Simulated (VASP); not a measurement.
Ni:

```
Ni
1.0
     0.00000    1.80926    1.80926
     1.80926    0.00000    1.80926
     1.80926    1.80926    0.00000
Ni
1
Direct
  0.00000 0.00000 0.00000
```

Base run:

| Property | Result |
| --- | --- |
| Program | VASP 6.6.1 |
| Functional | LDA |
| Potentials or basis | VASP PAW LDA potentials, release 64 (Ni) |
| Cutoff | 520 eV |
| k mesh | 24 × 24 × 24 |
| Occupations | gaussian, width 0.15 eV |
| Spin | collinear spin, ferromagnetic start |
| Starting moments | [1.0] μB |
| Fixed moment | 1 μB |

Its results: pressure -25.2 GPa; site moments Ni +0.99 μB.

Problem. The run is repeated on the same cell with these changes: fixed moment from 1 μB to 0.25 μB; moments at the start from [1.0] to [0.25]. What comes out?

Solution. Pressure -28.5 GPa; site moments Ni +0.26 μB.

Caveats: the cell stands under tension; the total moment is fixed, so each spin has its own Fermi level and the state may be an excited one.
